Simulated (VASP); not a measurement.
# SiO2 (P-6m2) in VASP: notebook, part 2 of 2

VASP 6.6.1. The steps go on from the part before.

### 3 Relaxation of cell and atoms, PBE+D3(BJ)

INCAR reads:

```
SYSTEM = SiO2
PREC = Accurate
ENCUT = 600
EDIFF = 1E-6
ISMEAR = 0
SIGMA = 0.02
LREAL = .False.
LASPH = .True.
NELM = 80
ALGO = Normal
ISIF = 3
LWAVE = .False.
LCHARG = .False.
GGA = PE
IVDW = 12
IBRION = 2
NSW = 100
EDIFFG = -0.01
```

KPOINTS reads:

```
Automatic mesh
0
Gamma
  12 12 8
  0 0 0
```

POSCAR reads:

```
SiO2
1.0
    3.1301678283      0.0000000000      0.0000000000
   -1.5650839141      2.7108048574      0.0000000000
    0.0000000000      0.0000000000      3.2833390311
Si O
1 2
Direct
    0.3333333333      0.6666666667      0.0000000000
    0.0000000000      0.0000000000      0.0000000000
    0.3333333333      0.6666666667      0.5000000000
```

Potentials or basis: VASP PAW PBE potentials, release 64 (Si, O).

Launch:

```sh
cat potpaw_PBE.64/Si/POTCAR potpaw_PBE.64/O/POTCAR > POTCAR
mpirun -np 1 vasp_std > vasp.out
```

OUTCAR:

```text
SYSTEM = SiO2
   PREC = Accurate
   ENCUT = 600
   EDIFF = 1E-6
   ISMEAR = 0
   LREAL = .False.
   LASPH = .True.
   NELM = 80
   ISIF = 3
   GGA = PE
   IVDW = 12
   IBRION = 2
   NSW = 100
   EDIFFG = -0.01
 IVDW          = 12

 ion  position               nearest neighbor table
   1  0.333  0.667  0.000-   3 1.64   3 1.64   2 1.81   2 1.81   2 1.81
   2  0.000  0.000  0.000-   1 1.81   1 1.81   1 1.81
   3  0.333  0.667  0.500-   1 1.64   1 1.64

  LATTYP: Found a hexagonal cell.
 ALAT       =     3.1301678283
 C/A-ratio  =     1.0489338627

  Lattice vectors:

 A1 = (   3.1301678283,   0.0000000000,   0.0000000000)
 A2 = (  -1.5650839141,   2.7108048574,   0.0000000000)
 A3 = (   0.0000000000,   0.0000000000,   3.2833390311)

Analysis of symmetry for initial positions (statically):
=====================================================================
 Subroutine PRICEL returns:
 Original cell was already a primitive cell.

 Routine SETGRP: Setting up the symmetry group for a
 hexagonal supercell.

 Subroutine GETGRP returns: Found 12 space group operations
 (whereof 12 operations were pure point group operations)
 out of a pool of 24 trial point group operations.

The static configuration has the point symmetry D_3h.

Analysis of symmetry for dynamics (positions and initial velocities):
=====================================================================
 Subroutine PRICEL returns:
 Original cell was already a primitive cell.

 Routine SETGRP: Setting up the symmetry group for a
 hexagonal supercell.

 Subroutine GETGRP returns: Found 12 space group operations
 (whereof 12 operations were pure point group operations)
 out of a pool of 24 trial point group operations.

The dynamic configuration has the point symmetry D_3h.

 Subroutine INISYM returns: Found 12 space group operations
 (whereof 12 operations are pure point group operations),
 and found     1 'primitive' translations

----------------------------------------------------------------------------------------

                                     Primitive cell

  volume of cell :      27.8600

  direct lattice vectors                    reciprocal lattice vectors
     3.130167828  0.000000000  0.000000000     0.319471688  0.184447065  0.000000000
    -1.565083914  2.710804857  0.000000000     0.000000000  0.368894130  0.000000000
     0.000000000  0.000000000  3.283339031     0.000000000  0.000000000  0.304567999

  length of vectors
     3.130167828  3.130167828  3.283339031     0.368894130  0.368894130  0.304567999

  position of ions in fractional coordinates (direct lattice)
     0.333333333  0.666666667  0.000000000
     0.000000000  0.000000000  0.000000000
     0.333333333  0.666666667  0.500000000

  ion indices of the primitive-cell ions
   primitive index   ion index
                 1           1
                 2           2
                 3           3

----------------------------------------------------------------------------------------

 KPOINTS: Automatic mesh

Automatic generation of k-mesh.
 Grid dimensions read from file:
 generate k-points for:   12   12    8

 Generating k-lattice:

  Cartesian coordinates                     Fractional coordinates (reciprocal lattice)
     0.026622641  0.015370589  0.000000000     0.083333333  0.000000000  0.000000000
     0.000000000  0.030741178  0.000000000     0.000000000  0.083333333  0.000000000
     0.000000000  0.000000000  0.038071000     0.000000000  0.000000000  0.125000000

  Length of vectors
     0.030741178  0.030741178  0.038071000

  Shift w.r.t. Gamma in fractional coordinates (k-lattice)
     0.000000000  0.000000000  0.000000000

 Subroutine IBZKPT returns following result:
 ===========================================

 Found     95 irreducible k-points:

 Following reciprocal coordinates:
            Coordinates               Weight
  0.000000  0.000000  0.000000      1.000000
  0.083333  0.000000  0.000000      6.000000
  0.166667 -0.000000  0.000000      6.000000
  0.250000 -0.000000  0.000000      6.000000
  0.333333 -0.000000  0.000000      6.000000
  0.416667  0.000000  0.000000      6.000000
[... 16 lines left out ...]
  0.250000 -0.000000  0.125000     12.000000
  0.333333 -0.000000  0.125000     12.000000
 [... further k-points ...]
   k-points           NKPTS =     95   k-points in BZ     NKDIM =     95   number of bands    NBANDS=     12
   number of dos      NEDOS =    301   number of ions     NIONS =      3
   total plane-waves  NPLWV =  21952
   dimension x,y,z NGX =    28 NGY =   28 NGZ =   28
   dimension x,y,z NGXF=    56 NGYF=   56 NGZF=   56
   ions per type =               1   2
   NGX,Y,Z   is equivalent  to a cutoff of  14.87, 14.87, 14.18 a.u.
   NGXF,Y,Z  is equivalent  to a cutoff of  29.74, 29.74, 28.35 a.u.
 SYSTEM =  SiO2
   PREC   = accura    normal or accurate (medium, high low for compatibility)
   ISTART =      0    job   : 0-new  1-cont  2-samecut
   ICHARG =      2    charge: 1-file 2-atom 10-const
   ISPIN  =      1    spin polarized calculation?
   LNONCOLLINEAR =      F non collinear calculations
   LSORBIT =      F    spin-orbit coupling
   LASPH  =      T    aspherical Exc in radial PAW
   ENCUT  =  600.0 eV  44.10 Ry    6.64 a.u.   6.25  6.25  6.56*2*pi/ulx,y,z
   NELM   =     80;   NELMIN=  2; NELMDL= -5     # of ELM steps
   EDIFF  = 0.1E-05   stopping-criterion for ELM
   LREAL  =      F    real-space projection
   EDIFFG = -.1E-01   stopping-criterion for IOM
   NSW    =    100    number of steps for IOM
   IBRION =      2    ionic relax: 0-MD 1-quasi-New 2-CG
   NFREE  =      1    steps in history (QN), initial steepest desc. (CG)
   ISIF   =      3    stress and relaxation
   ISYM   =      2    0-nonsym 1-usesym 2-fastsym
   POTIM  = 0.5000    time-step for ionic-motion
   TEBEG  =    0.0;   TEEND  =   0.0 temperature during run
   PSTRESS=    0.0 pullay stress
   NELECT =      16.0000    total number of electrons
   NUPDOWN=      -1.0000    fix difference up-down
   EMIN   =  10.00;   EMAX   =-10.00  energy-range for DOS
   EFERMI =   0.00;   METHOD = LEGACY
   ISMEAR =     0;   SIGMA  =   0.02  broadening in eV -4-tet -1-fermi 0-gaus
   EFERMI_NEDOS =   21; number of points for ismear=-14 and -15
   IALGO  =     38    algorithm
   IMIX   =      4    mixing-type and parameters
     AMIX     =   0.40;   BMIX     =  1.00
     AMIX_MAG =   1.60;   BMIX_MAG =  1.00
  volume/ion in A,a.u.               =       9.29        62.67
  Fermi-wavevector in a.u.,A,eV,Ry     =   1.360779  2.571500 25.194176  1.851720
  Thomas-Fermi vector in A             =   2.487412
   LORBIT       =      0    0 simple, 1 ext, 2 COOP (PROOUT), +10 PAW based schemes
   GGA     = PE    functional components
   LHFCALC =     F    Hartree Fock is set to
   AEXX    =    0.0000 exact exchange contribution
   IVDW    =    12    specifies the selected vdW correction
   LEPSILON=     F    determine dielectric tensor
   LRPA    =     F    only Hartree local field effects (RPA)
 conjugate gradient relaxation of ions
 non-spin polarized calculation
 Gauss-broadening in eV      SIGMA  =   0.02
  energy-cutoff  :      600.00
  volume of cell :       27.86
 maximum number of plane-waves:       949
 NGX is ok and might be reduce to    28
   NGX = 13   NGY = 13   NGZ = 13

--------------------------------------- Ionic step        1  -------------------------------------------

 number of electron      16.0000004 magnetization

 Free energy of the ion-electron system (eV)
  ---------------------------------------------------
  ext. energy  EPLUGINS =         0.00000000
  ---------------------------------------------------
  free energy    TOTEN  =       -21.78064488 eV

  energy without entropy =      -21.78064488  energy(sigma->0) =      -21.78064488

------------------------ aborting loop because EDIFF is reached ----------------------------------------

 Edisp (eV)   -0.60311

 E8    (eV) :    -0.2083
[... 73 lines left out ...]
--------------------------------------- Ionic step        3  -------------------------------------------

 number of electron      16.0000004 magnetization

 Free energy of the ion-electron system (eV)
  ---------------------------------------------------
  ext. energy  EPLUGINS =         0.00000000
  ---------------------------------------------------
  free energy    TOTEN  =       -21.78013927 eV

  energy without entropy =      -21.78013927  energy(sigma->0) =      -21.78013927

 E-fermi :   6.6160     XC(G=0): -11.1668

 val. band max:        6.4806525456   @ k =   0.3333   0.3333   0.5000
 cond. band min:       8.2422729707   @ k =   0.0000   0.0000   0.0000
 fundamental gap:      1.7616204251
 Fermi energy:         6.6159742399

 k-point     1 :       0.0000    0.0000    0.0000
  band No.  band energies     occupation
      1     -15.4828      2.00000
      2     -10.9115      2.00000
      3      -1.7419      2.00000
      4       0.3785      2.00000
      5       0.3785      2.00000
      6       4.7564      2.00000
      7       4.7564      2.00000
      8       5.0717      2.00000
      9       8.2423      0.00000
     10      15.0977      0.00000
     11      15.0977      0.00000
     12      16.1360      0.00000
[... 331 lines left out ...]
 k-point    24 :       0.3333   -0.0000    0.1250
  band No.  band energies     occupation
      1     -14.3413      2.00000
      2     -11.7467      2.00000
      3      -2.4002      2.00000
      4      -0.3990      2.00000
      5      -0.1701      2.00000
      6       2.8651      2.00000
      7       4.6954      2.00000
      8       5.1474      2.00000
      9      11.0059      0.00000
     10      13.9037      0.00000
     11      17.3254      0.00000
     12      18.5236      0.00000

 [... further k-points ...]

------------------------ aborting loop because EDIFF is reached ----------------------------------------

 Edisp (eV)   -0.60367

 E8    (eV) :    -0.2085
[... 26 lines left out ...]
  FREE ENERGIE OF THE ION-ELECTRON SYSTEM (eV)
  ---------------------------------------------------
  free  energy   TOTEN  =       -22.3838058898 eV

  energy  without entropy=      -22.3838058898  energy(sigma->0) =      -22.38380589

 reached required accuracy - stopping structural energy minimisation
```

CONTCAR:

```text
SiO2
   1.00000000000000
     3.1280740359118280   -0.0000000000000386   -0.0000000000000000
    -1.5640370179059808    2.7089915800016446    0.0000000000000000
     0.0000000000000000    0.0000000000000000    3.2847421154442484
  Si              O
     1     2
Direct
     0.3333333332999970    0.6666666667000030    1.0000000000000000
     0.0000000000000000    0.0000000000000000    0.0000000000000000
     0.3333333332999970    0.6666666667000030    0.5000000000000000

  0.00000000E+00  0.00000000E+00  0.00000000E+00
  0.00000000E+00  0.00000000E+00  0.00000000E+00
  0.00000000E+00  0.00000000E+00  0.00000000E+00
```

It took 28 s on 1 thread of Intel Xeon 6975P-C (Granite Rapids), shared host; peak memory 0.18 GiB.

Results:

```yaml
Free_energy: -22.3838 eV
Relaxed_volume: 9.28 Å³/atom
Relaxed_cell: a = 3.128 Å, b = 3.128 Å, c = 3.285 Å, α = 90.00°, β = 90.00°, γ = 120.00°
Space_group_after_relaxing_to_0.1_Å: P-6m2 (No. 187)
Energy_gained_by_relaxing: 0.0 meV/atom
Ionic_steps: 3
Pressure_after_relaxing: -0.1 GPa
Band_gap_on_the_k_mesh: 1.76 eV (least direct gap 3.17 eV)
Dispersion_energy_per_atom: -0.201 eV
```

Final structure:
```yaml
crystal:
  lattice:
    - [3.12807, 0.00000, 0.00000]
    - [-1.56404, 2.70899, 0.00000]
    - [0.00000, 0.00000, 3.28474]
  atoms:
    - { symbol: Si, position: [0.33333, 0.66667, 0.00000] }
    - { symbol: O, position: [0.00000, 0.00000, 0.00000] }
    - { symbol: O, position: [0.33333, 0.66667, 0.50000] }
```
